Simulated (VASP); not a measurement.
# Li (P1) in VASP: notebook, part 2 of 2

VASP 6.6.1. Earlier steps stand in the parts before.

## 4. Single point, PBEsol

The input, INCAR:

```
SYSTEM = Li
PREC = Accurate
ENCUT = 520
EDIFF = 1E-6
ISMEAR = -1
SIGMA = 0.16
LREAL = Auto
LASPH = .TRUE.
NELM = 60
ALGO = Normal
ISIF = 2
LWAVE = .FALSE.
LCHARG = .FALSE.
GGA = PS
NBANDS = 38
```

The input, KPOINTS:

```
Automatic mesh
0
G
  2 2 2
  0 0 0
```

The input, POSCAR:

```
Li
1.0
    7.0944470000      0.0000000000      0.0000000000
    0.0000000000      7.0944470000      0.0000000000
    0.0000000000      0.0000000000      7.0944470000
Li
16
Direct
   -0.0241738362     -0.0710696690     -0.0623727262
    0.5405777223     -0.0781315302     -0.0827971511
    0.0198183171      0.3780139594      0.1610132545
    0.0392419592      0.1090289349      0.5024775011
    0.2528315456      0.1119467099      0.0554659158
    0.5436787392      0.5718134197      0.1105512523
    0.4173404918     -0.0755379524      0.2705073419
    0.7491774905      0.2866890118      0.1943209950
    0.0010712604      0.6419386881      0.7020279382
    0.1815222525      0.7175753093      0.2440641251
    0.3734470072      0.4054720544      0.6277726791
    0.4170021990      0.2944697451      0.3789160734
    0.8605744747      0.7832041032      0.2540296657
    0.8018102045      0.3027297265      0.7104711615
    0.2372700790      1.0034749713      0.6752605242
    0.5794813888      0.6638854304      0.4752872211
```

Launch:

```
> cat potpaw_PBE.64/Li_sv/POTCAR > POTCAR
> mpirun -np 1 vasp_std > vasp.out
```

Wall time 1.8 min (1 thread of Intel Xeon Platinum 8488C (Sapphire Rapids), shared host); peak memory 0.36 GiB.

Results (log left out):

```
Free energy            : -26.4202 eV
Largest force          : 1.904 eV/Å
Band gap on the k mesh : zero (bands 24 and 25 overlap by 0.56 eV)
```

Forces in eV/Å, atoms in the order of the input:
```
Li  -0.415  0.208  0.057
Li   0.480 -0.031 -0.377
Li   1.220  0.563 -0.156
Li  -0.819  0.259 -1.265
Li  -0.169  0.677 -0.241
Li  -0.231 -0.060 -0.618
Li   0.686  0.465  0.719
Li  -1.066 -0.938  0.205
Li   0.160 -0.108 -0.218
Li   0.270 -0.590  0.145
Li  -0.635  0.454  1.737
Li   0.012 -0.586 -1.254
Li  -0.611  0.321  0.229
Li  -0.363 -0.123  0.237
Li   1.153 -0.660  0.348
Li   0.330  0.149  0.451
```

Levels at points of the mesh, in eV from the Fermi level:
```tsv
k point	band 22	band 23	band 24	band 25	band 26	band 27
(0.00, 0.00, 0.00)	-0.79	-0.70	0.32	0.53	0.68	0.74
(0.50, 0.00, 0.00)	-0.49	-0.41	-0.35	-0.13	-0.09	1.28
(0.00, 0.50, 0.00)	-0.52	-0.50	-0.33	-0.24	0.02	0.98
(0.00, 0.00, 0.50)	-0.47	-0.39	-0.35	-0.21	0.17	0.94
(0.50, 0.50, 0.00)	-0.31	-0.03	0.03	0.21	0.47	0.79
(0.00, 0.50, 0.50)	-0.24	-0.16	-0.11	0.18	0.37	0.65
(0.50, 0.00, 0.50)	-0.33	-0.16	-0.04	0.15	0.51	0.72
(0.50, 0.50, 0.50)	-1.36	-1.24	-1.18	1.44	1.78	1.84
```

Caveat: the k points lie up to 0.44 Å⁻¹ apart, too coarse for converged energies and pressures of a metal; the cutoff is under 1.25 times the usual one of these potentials, so pressure, stress and relaxed cells hold a basis-set (Pulay) error; the PAW data sets were made with another functional, which shifts forces and pressure a little.

## 5. Single point, PBEsol

This run uses another cell than the first one, of 24.15 Å³/atom.

The input, INCAR:

```
SYSTEM = Li
PREC     = Accurate       ! precision mode
ENCUT    = 520            ! plane-wave cutoff, eV
EDIFF    = 1E-6           ! SCF threshold, eV
ISMEAR   = -1             ! smearing method
SIGMA    = 0.16           ! smearing width, eV
LREAL    = Auto         
LASPH    = .TRUE.         ! aspherical terms in the spheres
NELM     = 100            ! most SCF steps
ALGO     = Normal         ! electronic algorithm
ISIF     = 2              ! what is computed and relaxed
LWAVE    = .FALSE.        ! write WAVECAR
LCHARG   = .FALSE.        ! write CHGCAR
GGA      = PS             ! functional
NBANDS   = 38             ! bands
```

The input, KPOINTS:

```
regular mesh
0
G
  2 2 2
  0 0 0
```

The input, POSCAR:

```
Li
1.0
    7.5181100000      0.0000000000      0.0000000000
    0.0000000000      7.2232400000      0.0000000000
    0.0000000000      0.0000000000      7.1141320000
Li
16
Direct
   -0.0851277781      0.0130412391     -0.2425735142
    0.7550035847     -0.2942169996     -0.0632684353
    0.0653355697      0.5162780137      0.0584611025
    0.1136455838      0.1995364961      0.4625722435
    0.1860174964      0.1840725215      0.0245005294
    0.5232432087      0.5823010173      0.1614814007
    0.4898704595      0.0813485361      0.3549695170
    0.7943884833      0.2917527315      0.2590055962
   -0.1663050953      0.3658330611      0.5917798545
    0.2014070026      0.7695577054      0.5541505274
    0.2254289974      0.4858623000      0.7111619520
    0.2737656140      0.4227050465      0.3118019176
    0.8386150243      0.7539968214      0.3955085455
    0.6151413055      0.2919603945      0.8153489421
    0.4707433118      0.9398690892      0.7626229033
    0.5249058606      0.6297727889      0.5170272354
```

Launch:

```
> cat potpaw_PBE.64/Li_sv/POTCAR > POTCAR
> mpirun -np 1 vasp_std > vasp.out
```

Wall time 99 s (1 thread of Intel Xeon Platinum 8488C (Sapphire Rapids), shared host); peak memory 0.37 GiB.

It converged, with:

```yaml
Free_energy: -27.7363 eV
Largest_force: 0.923 eV/Å
Band_gap_on_the_k_mesh: zero (bands 24 and 25 overlap by 0.54 eV)
```

Forces on the atoms (eV/Å):
```
Li  -0.006 -0.012 -0.016
Li   0.193 -0.042 -0.391
Li  -0.439  0.511 -0.062
Li  -0.023 -0.805  0.271
Li   0.127 -0.552 -0.198
Li  -0.157  0.028 -0.443
Li   0.045 -0.180  0.078
Li   0.013 -0.019 -0.694
Li   0.415  0.744  0.147
Li  -0.415  0.649 -0.508
Li   0.151 -0.652  0.473
Li   0.253  0.303  0.289
Li   0.213  0.145 -0.100
Li  -0.606  0.161  0.562
Li  -0.095 -0.026  0.122
Li   0.333 -0.254  0.470
```

Levels at points of the mesh, in eV from the Fermi level:
```tsv
k point	band 20	band 21	band 22	band 23	band 24	band 25	band 26	band 27	band 28	band 29
(0.00, 0.00, 0.00)	-1.06	-0.92	-0.85	-0.66	0.36	0.50	0.68	0.78	1.06	1.10
(0.50, 0.00, 0.00)	-0.70	-0.47	-0.46	-0.36	-0.24	-0.18	-0.12	0.79	1.21	1.49
(0.00, 0.50, 0.00)	-0.71	-0.66	-0.57	-0.44	-0.30	-0.09	0.05	0.93	1.18	1.33
(0.50, 0.50, 0.00)	-1.86	-0.35	-0.22	-0.07	0.05	0.22	0.50	0.82	0.84	1.10
(0.00, 0.00, 0.50)	-0.73	-0.58	-0.54	-0.46	-0.37	-0.09	-0.02	0.86	1.16	1.37
(0.50, 0.00, 0.50)	-1.92	-0.25	-0.19	-0.05	0.03	0.26	0.32	0.47	0.75	1.15
(0.00, 0.50, 0.50)	-1.64	-0.53	-0.31	-0.22	-0.17	0.09	0.17	0.44	0.64	1.66
(0.50, 0.50, 0.50)	-1.59	-1.52	-1.46	-1.15	-1.00	1.22	1.64	1.79	1.86	1.95
```

Caveat: the k points lie up to 0.44 Å⁻¹ apart, too coarse for converged energies and pressures of a metal; the cutoff is under 1.25 times the usual one of these potentials, so pressure, stress and relaxed cells hold a basis-set (Pulay) error; the atoms stand as in a frame of molecular dynamics; the PAW data sets were made with another functional, which shifts forces and pressure a little.

## 6. Overview

| cell | gap on the mesh (eV) | largest force (eV/Å) |
| --- | --- | --- |
| a = 7.094 Å, 16 atoms, atomic positions A | none | 1.11 |
| a = 7.094 Å, 16 atoms, atomic positions B | none | 1.21 |
| a = 7.094 Å, 16 atoms, atomic positions C | none | 1.90 |
| a = 7.518, b = 7.223, c = 7.114 Å, 16 atoms, atomic positions D | none | 0.92 |

Alike in all rows: task single point; level PBEsol; potentials or basis VASP PAW PBE potentials, release 64 (Li_sv); no spin polarisation; k mesh 2 × 2 × 2; cutoff (eV) 520; smearing fermi-dirac 0.16 eV.

Caveats: all runs use coarse meshes; the cutoff is under 1.25 times the usual one of these potentials, so pressure, stress and relaxed cells hold a basis-set (Pulay) error; the PAW data sets were made with another functional, which shifts forces and pressure a little; the atoms stand as in a frame of molecular dynamics (at least some runs).

Absolute energies hang on the potentials; compare differences alone.
